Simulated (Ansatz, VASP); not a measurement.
# Two plane-wave programs on GaP

File INCAR:

```
SYSTEM = GaP
  PREC = Accurate
  ENCUT = 520
  EDIFF = 1E-7
  ISMEAR = 0
  SIGMA = 0.1
  LREAL = .FALSE.
  LASPH = .TRUE.
  NELM = 100
  ALGO = Normal
  ISIF = 2
  LWAVE = .FALSE.
  LCHARG = .FALSE.
  LDIPOL = .TRUE.
  IDIPOL = 3
  DIPOL = 0.5 0.5 0.364
  GGA = PS
  NBANDS = 66
```

Contents of KPOINTS:

```
regular mesh
0
G
  7 7 1
  0 0 0
```

File POSCAR:

```
GaP
1.0
    5.4384501876      0.0000000000      0.0000000000
    0.0000000000      5.4384501876      0.0000000000
    0.0000000000      0.0000000000     31.0443136287
P Ga
6 6
Direct
    0.2548263256      0.2451736744      0.2572784051
    0.7451736744      0.7548263256      0.2572784051
    0.7641584480      0.2641584480      0.3474003735
    0.2358415520      0.7358415520      0.3474003735
    0.2798664491      0.2201335509      0.4373617584
    0.7201335509      0.7798664491      0.4373617584
    0.5000000000      0.0000000000      0.2998021939
    0.0000000000      0.5000000000      0.2967237099
    0.0000000000      0.0000000000      0.3906822530
    0.5000000000      0.5000000000      0.3906822530
    0.5000000000      0.0000000000      0.4959115700
    0.0000000000      0.5000000000      0.4085070351
```

Input for Ansatz:

```yaml
crystal:
  lattice:
    - [5.4384501876, 0.0, 0.0]
    - [0.0, 5.4384501876, 0.0]
    - [0.0, 0.0, 31.0443136287]
  atoms:
    - { symbol: P, position: [0.2548263256, 0.2451736744, 0.2572784051] }
    - { symbol: P, position: [0.7451736744, 0.7548263256, 0.2572784051] }
    - { symbol: Ga, position: [0.5, 0.0, 0.2998021939] }
    - { symbol: Ga, position: [0.0, 0.5, 0.2967237099] }
    - { symbol: P, position: [0.764158448, 0.264158448, 0.3474003735] }
    - { symbol: P, position: [0.235841552, 0.735841552, 0.3474003735] }
    - { symbol: Ga, position: [0.0, 0.0, 0.390682253] }
    - { symbol: Ga, position: [0.5, 0.5, 0.390682253] }
    - { symbol: P, position: [0.2798664491, 0.2201335509, 0.4373617584] }
    - { symbol: P, position: [0.7201335509, 0.7798664491, 0.4373617584] }
    - { symbol: Ga, position: [0.5, 0.0, 0.49591157] }
    - { symbol: Ga, position: [0.0, 0.5, 0.4085070351] }
basis:
  ecutwfc: 420
  ecutrho_ratio: 9
kpoints:
  mp_grid: { grid: [7, 7, 1] }
hamiltonian:
  xc: pbesol
scf:
  occupations: { method: gaussian, width: 0.1 }
output:
  forces: true
  eigenvalues: true
  stress: true
efield:
  axis: 3
  dipole_correction: true
  ramp_width: 0.04
```

Alike in both runs: task single point; functional PBEsol; k mesh 7 × 7 × 1; occupations gaussian, width 0.1 eV; no spin polarisation.

|  | VASP | Ansatz |
| --- | --- | --- |
| version | VASP 6.6.1 | Ansatz 0.2.0 |
| potentials or method | VASP PAW PBE potentials, release 64 (P, Ga_d), cutoff 520 eV | scalar-relativistic, plane waves, PAW |
| valence electrons in the cell | 108 | 108 |

|  | VASP | Ansatz | Ansatz less VASP |
| --- | --- | --- | --- |
| rms of the force components (eV/Å) | 0.244 | 0.241 | -0.0026 |

VASP's potentials were made for PBE, not for PBEsol.
